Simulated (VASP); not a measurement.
# S (Fm-3m) in VASP: further runs

The runs below take S through relaxation of cell and atoms, with PBEsol.

Everything below comes from runs of VASP 6.6.1. Logs are shortened: lines on timing, memory, paths and dates and some standing lists are left out, and cuts for length are marked.

### 1 The cell of the first run

Symmetry: Fm-3m, No. 225, cubic system. Conventional cell: a = 3.989 Å, b = 3.989 Å, c = 3.989 Å, α = 90.00°, β = 90.00°, γ = 90.00°. S (site symmetry m-3m) has 12 S at 2.82 Å within 3.7 Å.

### 2 Relaxation of cell and atoms, PBEsol, target pressure 20 GPa, at which the enthalpy is minimised

INCAR reads:

```
PREC = Accurate
ENCUT = 600
EDIFF = 1E-6
ISMEAR = 0
SIGMA = 0.05
LREAL = False
LASPH = True
NELM = 60
ALGO = Normal
ISIF = 3
LWAVE = False
LCHARG = False
GGA = PS
IBRION = 2
NSW = 80
EDIFFG = -0.02
PSTRESS = 200.0
```

KPOINTS reads:

```
Automatic mesh
0
Gamma
  9 9 9
```

POSCAR reads:

```
S
1.0
    0.0000000000      1.9943500000      1.9943500000
    1.9943500000      0.0000000000      1.9943500000
    1.9943500000      1.9943500000      0.0000000000
S
1
Direct
    0.0000000000      0.0000000000      0.0000000000
```

Potentials or basis: VASP PAW PBE potentials, release 64 (S).

Run with:

```sh
$ cat potpaw_PBE.64/S/POTCAR > POTCAR
$ mpirun -np 1 vasp_std > vasp.out
```

OUTCAR:

```text
PREC = Accurate
   ENCUT = 600
   EDIFF = 1E-6
   ISMEAR = 0
   LREAL = False
   LASPH = True
   NELM = 60
   ISIF = 3
   GGA = PS
   IBRION = 2
   NSW = 80
   EDIFFG = -0.02
   PSTRESS = 200.0

 ion  position               nearest neighbor table
   1  0.000  0.000  0.000-

  LATTYP: Found a face centered cubic cell.
 ALAT       =     3.9887000000

  Lattice vectors:

 A1 = (   0.0000000000,   1.9943500000,   1.9943500000)
 A2 = (   1.9943500000,   0.0000000000,   1.9943500000)
 A3 = (   1.9943500000,   1.9943500000,   0.0000000000)

Analysis of symmetry for initial positions (statically):
=====================================================================
 Subroutine PRICEL returns:
 Original cell was already a primitive cell.

 Routine SETGRP: Setting up the symmetry group for a
 face centered cubic supercell.

 Subroutine GETGRP returns: Found 48 space group operations
 (whereof 48 operations were pure point group operations)
 out of a pool of 48 trial point group operations.

The static configuration has the point symmetry O_h .

Analysis of symmetry for dynamics (positions and initial velocities):
=====================================================================
 Subroutine PRICEL returns:
 Original cell was already a primitive cell.

 Routine SETGRP: Setting up the symmetry group for a
 face centered cubic supercell.

 Subroutine GETGRP returns: Found 48 space group operations
 (whereof 48 operations were pure point group operations)
 out of a pool of 48 trial point group operations.

The dynamic configuration has the point symmetry O_h .

 Subroutine INISYM returns: Found 48 space group operations
 (whereof 48 operations are pure point group operations),
 and found     1 'primitive' translations

----------------------------------------------------------------------------------------

                                     Primitive cell

  volume of cell :      15.8648

  direct lattice vectors                    reciprocal lattice vectors
     0.000000000  1.994350000  1.994350000    -0.250708251  0.250708251  0.250708251
     1.994350000  0.000000000  1.994350000     0.250708251 -0.250708251  0.250708251
     1.994350000  1.994350000  0.000000000     0.250708251  0.250708251 -0.250708251

  length of vectors
     2.820436818  2.820436818  2.820436818     0.434239428  0.434239428  0.434239428

  position of ions in fractional coordinates (direct lattice)
     0.000000000  0.000000000  0.000000000

  ion indices of the primitive-cell ions
   primitive index   ion index
                 1           1

[... 54 lines left out ...]
   number of dos      NEDOS =    301   number of ions     NIONS =      1
   total plane-waves  NPLWV =  13824
   dimension x,y,z NGX =    24 NGY =   24 NGZ =   24
   dimension x,y,z NGXF=    48 NGYF=   48 NGZF=   48
   ions per type =               1
   NGX,Y,Z   is equivalent  to a cutoff of  14.15, 14.15, 14.15 a.u.
   NGXF,Y,Z  is equivalent  to a cutoff of  28.29, 28.29, 28.29 a.u.
 SYSTEM =  unknown system
   PREC   = accura    normal or accurate (medium, high low for compatibility)
   ISTART =      0    job   : 0-new  1-cont  2-samecut
   ICHARG =      2    charge: 1-file 2-atom 10-const
   ISPIN  =      1    spin polarized calculation?
   LNONCOLLINEAR =      F non collinear calculations
   LSORBIT =      F    spin-orbit coupling
   LASPH  =      T    aspherical Exc in radial PAW
   ENCUT  =  600.0 eV  44.10 Ry    6.64 a.u.   5.63  5.63  5.63*2*pi/ulx,y,z
   NELM   =     60;   NELMIN=  2; NELMDL= -5     # of ELM steps
   EDIFF  = 0.1E-05   stopping-criterion for ELM
   LREAL  =      F    real-space projection
   EDIFFG = -.2E-01   stopping-criterion for IOM
   NSW    =     80    number of steps for IOM
   IBRION =      2    ionic relax: 0-MD 1-quasi-New 2-CG
   NFREE  =      1    steps in history (QN), initial steepest desc. (CG)
   ISIF   =      3    stress and relaxation
   ISYM   =      2    0-nonsym 1-usesym 2-fastsym
   POTIM  = 0.5000    time-step for ionic-motion
   TEBEG  =    0.0;   TEEND  =   0.0 temperature during run
   PSTRESS=  200.0 pullay stress
   NELECT =       6.0000    total number of electrons
   NUPDOWN=      -1.0000    fix difference up-down
   EMIN   =  10.00;   EMAX   =-10.00  energy-range for DOS
   EFERMI =   0.00;   METHOD = LEGACY
   ISMEAR =     0;   SIGMA  =   0.05  broadening in eV -4-tet -1-fermi 0-gaus
   EFERMI_NEDOS =   21; number of points for ismear=-14 and -15
   IALGO  =     38    algorithm
   IMIX   =      4    mixing-type and parameters
     AMIX     =   0.40;   BMIX     =  1.00
     AMIX_MAG =   1.60;   BMIX_MAG =  1.00
  volume/ion in A,a.u.               =      15.86       107.06
  Fermi-wavevector in a.u.,A,eV,Ry     =   1.183897  2.237241 19.070086  1.401612
  Thomas-Fermi vector in A             =   2.320122
   LORBIT       =      0    0 simple, 1 ext, 2 COOP (PROOUT), +10 PAW based schemes
   GGA     = PS    functional components
   LHFCALC =     F    Hartree Fock is set to
   AEXX    =    0.0000 exact exchange contribution
   IVDW    =     0    specifies the selected vdW correction
   LEPSILON=     F    determine dielectric tensor
   LRPA    =     F    only Hartree local field effects (RPA)
 conjugate gradient relaxation of ions
 non-spin polarized calculation
 Gauss-broadening in eV      SIGMA  =   0.05
  energy-cutoff  :      600.00
  volume of cell :       15.86
 maximum number of plane-waves:       540
   NGX = 11   NGY = 11   NGZ = 11

--------------------------------------- Ionic step        1  -------------------------------------------

 number of electron       5.9999999 magnetization

 Free energy of the ion-electron system (eV)
  ---------------------------------------------------
  ext. energy  EPLUGINS =         0.00000000
  ---------------------------------------------------
  free energy    TOTEN  =        -3.33341645 eV

  energy without entropy =       -3.33243455  energy(sigma->0) =       -3.33292550

 E-fermi :   7.3539     XC(G=0): -11.3023

 val. band max:        7.3532023317   @ k =   0.3333   0.2222   0.1111
 cond. band min:       7.5627300358   @ k =   0.3333   0.2222   0.0000
 fundamental gap:      0.2095277042
 Fermi energy:         7.3539089003

 k-point     1 :       0.0000    0.0000    0.0000
  band No.  band energies     occupation
      1      -9.3393      2.00000
      2      10.5810      0.00000
      3      10.5810      0.00000
      4      10.5810      0.00000
      5      19.4765      0.00000
      6      19.4765      0.00000
      7      19.4765      0.00000
[... 340 lines left out ...]
--------------------------------------- Ionic step        4  -------------------------------------------

 number of electron       6.0000000 magnetization

 Free energy of the ion-electron system (eV)
  ---------------------------------------------------
  ext. energy  EPLUGINS =         0.00000000
  ---------------------------------------------------
  free energy    TOTEN  =        -3.23491480 eV

  energy without entropy =       -3.23415775  energy(sigma->0) =       -3.23453628

 E-fermi :  10.8395     XC(G=0): -12.3442

 val. band max:       10.8152877363   @ k =   0.2222   0.1111   0.0000
 cond. band min:      11.1512466334   @ k =   0.3333   0.2222   0.0000
 fundamental gap:      0.3359588971
 Fermi energy:        10.8395238843

 k-point     1 :       0.0000    0.0000    0.0000
  band No.  band energies     occupation
      1      -8.3348      2.00000
      2      15.4281      0.00000
      3      15.4281      0.00000
      4      15.4281      0.00000
      5      23.0579      0.00000
      6      23.0579      0.00000
      7      23.0579      0.00000
[... 262 lines left out ...]
  energy  without entropy=       -3.2341577493  energy(sigma->0) =       -3.23453628

  enthalpy is  TOTEN    =        -1.6450185360 eV   P V=        1.5898962666

 reached required accuracy - stopping structural energy minimisation
```

CONTCAR:

```text
S
   1.00000000000000
    -0.0000000000000000    1.8535591952086528    1.8535591952086528
     1.8535591952086528    0.0000000000000000    1.8535591952086528
     1.8535591952086528    1.8535591952086528   -0.0000000000000000
  S
     1
Direct
     1.0000000000000000    1.0000000000000000    1.0000000000000000

  0.00000000E+00  0.00000000E+00  0.00000000E+00
```

Run time: 5.7 s. Hardware: 1 thread of Intel Xeon Platinum 8375C at 2.90GHz (Ice Lake), shared host; peak memory 0.14 GiB.

Results:

| Item | Value |
| --- | --- |
| Free energy | -3.2349 eV |
| Relaxed volume | 12.74 Å³/atom |
| Relaxed cell | a = 2.621 Å, b = 2.621 Å, c = 2.621 Å, α = 60.00°, β = 60.00°, γ = 60.00° |
| Space group after relaxing (to 0.05 Å) | Fm-3m (No. 225) |
| Energy change on relaxing (the enthalpy is what falls) | +98.5 meV/atom |
| Ionic steps | 4 |
| Pressure after relaxing | 19.9 GPa |
| Band gap on the k mesh | zero (band 3 reaches 15.43 eV, above the bottom of band 4 at 7.85 eV) |

Step by step:
| step | energy change (eV) | largest force (eV/Å) | pressure (GPa) | volume (Å³) |
| --- | --- | --- | --- | --- |
| 1 | 0.0000 | 0.0000 | -5.31 | 15.86 |
| 2 | 0.5529 | 0.0000 | 59.10 | 10.78 |
| 3 | 0.0903 | 0.0000 | 18.93 | 12.80 |
| 4 | 0.0985 | 0.0000 | 19.88 | 12.74 |

Final structure:
```
CELL_PARAMETERS angstrom
0.00000 1.85356 1.85356
1.85356 0.00000 1.85356
1.85356 1.85356 0.00000
ATOMIC_POSITIONS crystal
S 0.00000 0.00000 0.00000
```

Caveat: the cell is relaxed towards a set pressure, so the enthalpy falls and the energy may rise; the volume moved by over 15 % at a fixed basis, so the end points are rough; the PAW data sets were made with another functional, which shifts forces and pressure a little.

### 3 Relaxation of cell and atoms, PBEsol, target pressure 30 GPa, at which the enthalpy is minimised

INCAR reads:

```
ALGO     = Normal         # electronic algorithm
EDIFF    = 1E-6           # SCF threshold, eV
EDIFFG   = -0.02          # ionic threshold
ENCUT    = 600            # plane-wave cutoff, eV
GGA      = PS             # functional
IBRION   = 2              # ionic algorithm
ISIF     = 3              # what is computed and relaxed
ISMEAR   = 0              # smearing method
LASPH    = True           # aspherical terms in the spheres
LCHARG   = False          # write CHGCAR
LREAL    = False          # projectors in reciprocal space
LWAVE    = False          # write WAVECAR
NELM     = 60             # most SCF steps
NSW      = 80             # ionic steps
PREC     = Accurate       # precision mode
PSTRESS  = 300.0        
SIGMA    = 0.05           # smearing width, eV
```

KPOINTS reads:

```
k-points
0
Gamma
  9 9 9
```

POSCAR is that of step 2.

Potentials or basis: VASP PAW PBE potentials, release 64 (S).

Run with:

```sh
$ cat potpaw_PBE.64/S/POTCAR > POTCAR
$ mpirun -np 1 vasp_std > vasp.out
```

Run time: 9.2 s. Hardware: 1 thread of Intel Xeon Platinum 8375C at 2.90GHz (Ice Lake), shared host; peak memory 0.13 GiB.

The run converged. Its results:

```
Free energy                                            : -3.1341 eV
Relaxed volume                                         : 12.08 Å³/atom
Relaxed cell                                           : a = 2.576 Å, b = 2.576 Å, c = 2.576 Å, α = 60.00°, β = 60.00°, γ = 60.00°
Space group after relaxing (to 0.05 Å)                 : Fm-3m (No. 225)
Energy change on relaxing (the enthalpy is what falls) : +199.3 meV/atom
Ionic steps                                            : 7
Pressure after relaxing                                : 30.0 GPa
Band gap on the k mesh                                 : zero (band 3 reaches 16.75 eV, above the bottom of band 4 at 8.50 eV)
```

Step by step:
| step | energy change (eV) | largest force (eV/Å) | pressure (GPa) | volume (Å³) |
| --- | --- | --- | --- | --- |
| 1 | 0.0000 | 0.0000 | -5.31 | 15.86 |
| 2 | 1.4645 | 0.0000 | 124.57 | 9.12 |
| 3 | 0.1654 | 0.0000 | 26.78 | 12.27 |
| 4 | 0.1920 | 0.0000 | 29.32 | 12.12 |
| 5 | 0.2047 | 0.0000 | 30.51 | 12.06 |
| 6 | 0.1934 | 0.0000 | 29.45 | 12.12 |
| 7 | 0.1993 | 0.0000 | 30.00 | 12.08 |

Final structure:
```xyz
1
Lattice="0.0000 1.8213 1.8213 1.8213 0.0000 1.8213 1.8213 1.8213 0.0000" Properties=species:S:1:pos:R:3 pbc="T T T"
S     0.0000    0.0000    0.0000
```

Levels at points of the mesh, in eV from the Fermi level:
```tsv
k point	band 1	band 2	band 3	band 4	band 5	band 6	band 7
(0.00, 0.00, 0.00)	-19.93	4.90	4.90	4.90	12.16	12.16	12.16
```

Caveat: the cell is relaxed towards a set pressure, so the enthalpy falls and the energy may rise; the volume moved by over 15 % at a fixed basis, so the end points are rough; the PAW data sets were made with another functional, which shifts forces and pressure a little.
